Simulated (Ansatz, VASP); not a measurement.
Zr3S2 in VASP and in Ansatz

INCAR

```
PREC = Accurate ; ENCUT = 600
EDIFF = 1E-7 ; ISMEAR = 0
SIGMA = 0.1 ; LREAL = False
LASPH = True ; NELM = 100
ALGO = Normal ; ISIF = 3
LWAVE = False ; LCHARG = False
GGA = PS ; IBRION = 2
NSW = 100 ; EDIFFG = -0.005
```

File KPOINTS:

```
Automatic mesh
0
Gamma
  12 12 12
```

Contents of POSCAR:

```
Zr3S2
1.0
    2.9025379727      1.6757810799      3.4877732718
   -2.9025379727      1.6757810799      3.4877732718
    0.0000000000     -3.3515621597      3.4877732718
Zr S
3 2
Direct
    0.1612730000      0.8387270000      0.5000000000
    0.5000000000      0.1612730000      0.8387270000
    0.8387270000      0.5000000000      0.1612730000
    0.3349770000      0.3349770000      0.3349770000
    0.6650230000      0.6650230000      0.6650230000
```

Input for Ansatz:

```yaml
crystal:
  lattice:
    - [2.9025379727, 1.6757810799, 3.4877732718]
    - [-2.9025379727, 1.6757810799, 3.4877732718]
    - [0.0, -3.3515621597, 3.4877732718]
  atoms:
    - { symbol: Zr, position: [0.161273, 0.838727, 0.5] }
    - { symbol: Zr, position: [0.5, 0.161273, 0.838727] }
    - { symbol: Zr, position: [0.838727, 0.5, 0.161273] }
    - { symbol: S, position: [0.334977, 0.334977, 0.334977] }
    - { symbol: S, position: [0.665023, 0.665023, 0.665023] }
basis:
  ecutwfc: 420
kpoints:
  mp_grid: { grid: [12, 12, 12] }
hamiltonian:
  xc: pbesol
scf:
  occupations: { method: gaussian, width: 0.1 }
output:
  forces: true
  stress: true
  eigenvalues: true
  write_density: true
  write_potential: true
  elf: true
  volumetric_format: npy
relax:
  adjacent_minimum: "off"
  f_tol: 0.005
  max_steps: 80
  cell: { stress_tol: 0.05 }
```

Alike in both runs: task relaxation of cell and atoms; functional PBEsol; k mesh 12 × 12 × 12; occupations gaussian, width 0.1 eV; no spin polarisation.

```csv
,VASP,Ansatz
version,VASP 6.6.1,Ansatz 0.2.0
potentials or method,"VASP PAW PBE potentials, release 64 (Zr_sv, S), cutoff 600 eV","scalar-relativistic, plane waves, PAW"
valence electrons in the cell,48,48
```

|  | VASP | Ansatz | Ansatz less VASP |
| --- | --- | --- | --- |
| gap on the k mesh at the Fermi level, each at its own relaxed structure (eV) | none | none | - |
| relaxed volume (Å³/atom) | 19.55 | 19.53 | -0.025 |
| relaxed cell length with the largest relative difference (Å) | 4.771 | 4.768 | -0.0030 |

VASP's potentials were made for PBE, not for PBEsol. A gap of «none» marks a metal or a gap that the smearing closes.
